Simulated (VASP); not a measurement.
The system is C, a slab with vacuum.

```
CELL_PARAMETERS angstrom
2.45617 0.00000 0.00000
-1.22809 2.12711 0.00000
0.00000 0.00000 8.52380
ATOMIC_POSITIONS crystal
C 0.33333 0.66667 0.00000
C 0.66667 0.33333 0.00000
```

Program: VASP 6.6.1. Alike in all runs: task single point; level PBEsol; potentials or basis VASP PAW PBE potentials, release 64 (C); no spin polarisation; cell as given; cutoff (eV) 600; smearing fermi-dirac 0.05 eV.

Q: Order these runs on this cell by their band gap on the k mesh, lowest first.
A. k mesh 3 × 3 × 1
B. k mesh 13 × 13 × 4
C. k mesh 5 × 5 × 2
D. k mesh 8 × 8 × 2

A: A (metal), B (1.56 eV), D (1.99 eV), C (2.82 eV).

Caveats: some runs use coarse meshes.

A k mesh can miss the band edges, odd and even meshes differently.
